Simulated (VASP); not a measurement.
NaLiS2:

```
CELL_PARAMETERS angstrom
1.73996 3.01369 0.00000
-1.73996 3.01369 0.00000
-1.73996 1.00456 6.88159
ATOMIC_POSITIONS crystal
Li 0.00000 0.00000 0.00000
Na 0.50000 0.00000 0.50000
S 0.27400 0.45200 0.82200
S 0.72600 0.54800 0.17800
```

```yaml
Program: VASP 6.6.1
Task: relaxation of cell and atoms
Functional: PBE
Potentials_or_basis: VASP PAW PBE potentials, release 64 (Li_sv, Na_pv, S)
Cutoff: 600 eV
k_mesh: 7 × 7 × 7
Occupations: fermi-dirac, width 0.0747 eV
Spin: no spin polarisation
```

At the start: pressure 2.6 GPa; volume 18.04 Å³/atom.

Task: How do energy, volume and symmetry change on relaxing?

Result: Over 26 steps the energy falls by 168.2 meV/atom and the volume is 17.61 Å³/atom (-2.4 %); space group R-3m (No. 166, to 0.1 Å) before and after.

Step by step:
```csv
step,energy change (eV),largest force (eV/Å),pressure (GPa),volume (Å³)
1,0.0000,1.1043,2.63,72.17
2,-0.1563,0.7748,0.61,75.30
3,-0.2429,0.1962,-2.18,82.36
4,-0.2483,0.2889,-1.79,81.02
5,-0.2871,0.1932,-1.01,78.45
6,-0.3009,0.0567,0.08,75.69
7,-0.3010,0.0683,0.02,75.89
8,-0.3090,0.0850,0.03,75.65
9,-0.3475,0.1060,0.08,74.91
10,-0.4875,0.0633,0.09,73.26
11,-0.6165,0.5795,1.18,69.32
12,-0.6285,0.4136,0.77,70.37
13,-0.6288,0.4489,0.83,70.15
14,-0.6320,0.4580,0.76,70.14
15,-0.6337,0.4844,0.61,70.08
16,-0.6345,0.4755,0.65,70.10
17,-0.6384,0.4500,0.56,70.21
18,-0.6486,0.3748,0.28,70.55
19,-0.6623,0.2300,-0.19,71.22
20,-0.6651,0.0395,-1.07,72.58
21,-0.6678,0.0649,-0.73,72.03
22,-0.6702,0.0430,-0.53,71.56
23,-0.6723,0.0083,-0.19,70.86
24,-0.6725,0.0097,-0.01,70.51
25,-0.6726,0.0081,0.00,70.49
26,-0.6727,0.0048,-0.01,70.46
```

Final structure:
```xyz
4
Lattice="1.6277 2.8192 0.0000 -1.6277 2.8192 0.0000 -1.6277 0.9397 7.6776" Properties=species:S:1:pos:R:3 pbc="T T T"
Li    0.0000    0.0000    0.0000
Na    0.0000    1.8795    3.8388
S    -1.6277    2.8192    5.9342
S     0.0000    3.7589    1.7433
```

Caveat: the cutoff is under 1.25 times the usual one of these potentials, so pressure, stress and relaxed cells hold a basis-set (Pulay) error.
